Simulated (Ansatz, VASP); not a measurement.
## One calculation of CdTe, two programs

```
Cd Te
1.0
     0.00000    3.20369    3.20369
     3.20369    0.00000    3.20369
     3.20369    3.20369    0.00000
Cd Te
1 1
Direct
  0.00000 0.00000 0.00000
  0.25000 0.25000 0.25000
```

Alike in both runs: functional LDA; k mesh 9 × 9 × 9; occupations fermi-dirac, width 0.02 eV; no spin polarisation.

Ansatz relaxed the structure, and its values are those at the end. VASP's run is a single point on that final structure, the one shown.

|  | VASP | Ansatz |
| --- | --- | --- |
| version | VASP 6.6.1 | Ansatz 0.2.0 |
| potentials or method | VASP PAW LDA potentials, release 64 (Cd, Te) | PAW with Ansatz's default frozen-core files, scalar-relativistic |
| plane-wave cutoff (eV) | 500 | 420 |
| valence electrons in the cell | 18 | 36 |

```tsv
	VASP	Ansatz	Ansatz less VASP
pressure (GPa)	0.3	0.0	-0.27
```

LDA's correlation is that of Perdew and Zunger in VASP and of Perdew and Wang (1992) in Ansatz. VASP's potentials hold 18 valence electrons a cell and Ansatz's 36, so a difference there can come from the potentials and not from the codes.

Spin-orbit coupling is off throughout.
